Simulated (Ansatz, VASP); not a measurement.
## Rb in VASP and in Ansatz

```
CELL_PARAMETERS angstrom
-2.83590 2.83590 2.83590
2.83590 -2.83590 2.83590
2.83590 2.83590 -2.83590
ATOMIC_POSITIONS crystal
Rb 0.00000 0.00000 0.00000
```

Alike in both runs: task single point; functional PBE; k mesh 8 × 8 × 8; occupations methfessel-paxton of order 1, width 0.6 eV; no spin polarisation.

```csv
,VASP,Ansatz
version,VASP 6.6.1,Ansatz 0.2.0
potentials or method,"VASP PAW PBE potentials, release 64 (Rb_sv), cutoff 520 eV","plane waves (420 eV) with PAW, scalar-relativistic"
valence electrons in the cell,9,9
```

```tsv
	VASP	Ansatz	Ansatz less VASP
pressure (GPa)	0.0	0.0	0.00
```
